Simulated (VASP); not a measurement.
Tl, 1 atom in the cell. Symmetry: Pm-3m, No. 221, cubic system. Conventional cell: a = 3.249 Å, b = 3.249 Å, c = 3.249 Å, α = 90.00°, β = 90.00°, γ = 90.00°. Tl (site symmetry m-3m) has 6 Tl at 3.25 Å within 4.3 Å. 

- Program: VASP 6.6.1
- Task: single point
- Functional: HSE06
- Potentials or basis: VASP PAW PBE potentials, release 64 (Tl_d)
- Cutoff: 520 eV
- k mesh: 5 × 5 × 5
- Occupations: fermi-dirac, width 0.1 eV
- Spin: no spin polarisation
- Dipole correction: no
- Grid for exact exchange (PRECFOCK): Normal
- Further INCAR settings: ALGO = Normal; EDIFF = 1e-07; NBANDS = 12
- Screening parameter: 0.2079 1/Å

Potentials or basis: VASP PAW PBE potentials, release 64 (Tl_d).

Launch:

```bash
$ cat potpaw_PBE.64/Tl_d/POTCAR > POTCAR
$ cp INCAR.step1 INCAR
$ mpirun -np 1 vasp_std > vasp.out
$ cp INCAR.step2 INCAR
$ mpirun -np 1 vasp_std > vasp.out
```

Hardware: 1 thread of AMD EPYC 7571 (shared host).

Question: Estimate the wall time of this run.

Answer: Run time: 26 min on 1 thread of AMD EPYC 7571, on a shared host, peak memory 0.21 GiB. Counts: k points 10.
